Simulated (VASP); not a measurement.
The system is MgS.

```
Mg S
1.0
     0.00000    2.91580    2.91580
     2.91580    0.00000    2.91580
     2.91580    2.91580    0.00000
Mg S
1 1
Cartesian
  0.0000 0.0000 0.0000
  1.4579 1.4579 1.4579
```

This cell differs from its parent crystal: strain +3.0%.

Base run:

| Quantity | Value |
| --- | --- |
| Program | VASP 6.6.1 |
| Functional | r2SCAN |
| Potentials or basis | VASP PAW PBE potentials, release 64 (Mg, S) |
| Cutoff | 520 eV |
| k mesh | 6 × 6 × 6 |
| Occupations | gaussian, width 0.01 eV |
| Spin | no spin polarisation |

Its results: band gap on the k mesh 3.67 eV.

Task: The run is repeated on the same cell with these changes: functional from r2SCAN to HSE06; further incar settings from ALGO = Normal; EDIFF = 1e-08 to ALGO = Normal; EDIFF = 1e-07; NBANDS = 11. What comes out?

Result: Band gap on the k mesh 4.05 eV.

Caveats: the structure was generated, so it needn't be the stable form of MgS; the cell stands under tension (at least some runs).

